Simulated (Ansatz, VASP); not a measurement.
# HfO2 in VASP and in Ansatz

Contents of INCAR:

```
SYSTEM = HfO2
PREC     = Accurate       ! precision mode
ENCUT    = 520            ! plane-wave cutoff, eV
EDIFF    = 1E-7           ! SCF threshold, eV
ISMEAR   = 0              ! smearing method
SIGMA    = 0.02           ! smearing width, eV
LREAL    = .FALSE.        ! projectors in reciprocal space
LASPH    = .TRUE.         ! aspherical terms in the spheres
NELM     = 80             ! most SCF steps
ALGO     = Normal         ! electronic algorithm
ISIF     = 2              ! what is computed and relaxed
LWAVE    = .FALSE.        ! write WAVECAR
LCHARG   = .TRUE.         ! write CHGCAR
GGA      = PE             ! functional
LELF     = .TRUE.         ! ELF
LVHAR    = .TRUE.       
NBANDS   = 18             ! bands
```

File KPOINTS:

```
regular mesh
0
G
  8 8 8
  0 0 0
```

File POSCAR:

```
HfO2
1.0
    0.0000000000      2.5230584876      2.5230584876
    2.5230584876      0.0000000000      2.5230584876
    2.5230584876      2.5230584876      0.0000000000
Hf O
1 2
Direct
    0.0000000000      0.0000000000      0.0000000000
    0.2500000000      0.2500000000      0.2500000000
    0.7500000000      0.7500000000      0.7500000000
```

Input for Ansatz:

```yaml
crystal:
  lattice:
    - [0.0, 2.5230584883, 2.5230584883]
    - [2.5230584883, 0.0, 2.5230584883]
    - [2.5230584883, 2.5230584883, 0.0]
  atoms:
    - { symbol: Hf, position: [0.0, 0.0, 0.0] }
    - { symbol: O, position: [0.25, 0.25, 0.25] }
    - { symbol: O, position: [0.75, 0.75, 0.75] }
basis:
  ecutwfc: 420
kpoints:
  mp_grid: { grid: [8, 8, 8] }
hamiltonian:
  xc: pbe
scf:
  occupations: { method: gaussian, width: 0.02 }
output:
  forces: true
  stress: true
  eigenvalues: true
```

Alike in both runs: task single point; functional PBE; k mesh 8 × 8 × 8; occupations gaussian, width 0.02 eV; no spin polarisation.

```csv
,VASP,Ansatz
version,VASP 6.6.1,Ansatz 0.2.0
potentials or method,"VASP PAW PBE potentials, release 64 (Hf_pv, O), cutoff 520 eV","scalar-relativistic, plane waves, PAW"
valence electrons in the cell,22,38
```

```csv
,VASP,Ansatz,Ansatz less VASP
gap on the k mesh at the Fermi level (eV),3.84,3.82,-0.019
least direct gap on the mesh (eV),3.84,3.82,-0.019
pressure (GPa),4.1,8.0,+3.92
```

VASP's potentials hold 22 valence electrons a cell and Ansatz's 38, so a difference there can come from the potentials and not from the codes.

Neither program's run includes spin-orbit coupling.
